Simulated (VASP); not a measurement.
## HfN: single point with r2SCAN

Crystal: HfN.

```
Hf N
1.0
     3.13391    0.00000    0.00000
    -1.56695    2.71404    0.00000
     0.00000    0.00000    5.41677
Hf N
2 2
Cartesian
  0.0000 1.8094 1.3542
  1.5670 0.9047 4.0626
  0.0000 0.0000 2.7084
  0.0000 0.0000 0.0000
```

```
Program             : VASP 6.6.1
Task                : single point
Functional          : r2SCAN
Potentials or basis : VASP PAW PBE potentials, release 64 (Hf_pv, N)
Cutoff              : 520 eV
k mesh              : 8 × 8 × 4
Occupations         : gaussian, width 0.05 eV
Spin                : no spin polarisation
```

| Property | Result |
| --- | --- |
| Pressure | 0.1 GPa |
| Band gap on the k mesh | zero (band 15 reaches 9.94 eV, above the bottom of band 16 at 7.49 eV) |

Stress tensor (GPa, compression positive):
```
 0.30  0.00  0.00
 0.00  0.30  0.00
 0.00  0.00 -0.33
```

Levels at points of the mesh, in eV from the Fermi level:
```csv
k point,band 11,band 12,band 13,band 14,band 15,band 16,band 17,band 18,band 19,band 20
"(0.00, 0.00, 0.00)",-4.86,-3.72,-3.72,-1.82,-0.27,1.05,1.05,1.38,2.23,2.23
"(0.50, 0.00, 0.00)",-5.97,-5.62,-3.40,-2.70,-2.54,2.66,3.11,4.84,4.98,5.92
"(0.00, 0.00, 0.50)",-4.50,-4.50,-4.50,-4.50,2.16,2.16,3.25,3.25,3.25,3.25
"(0.50, 0.00, 0.50)",-5.57,-5.57,-4.61,-4.61,-0.16,-0.16,5.13,5.13,5.18,5.18
```

It took 44 s on 1 thread of Intel(R) Xeon(R) 6975P-C (Granite Rapids) (shared host), peak memory 0.18 GiB.

Caveat: the PAW data sets were made with another functional, which shifts forces and pressure a little; spin-orbit coupling is left out, which moves the levels of the heavy elements.
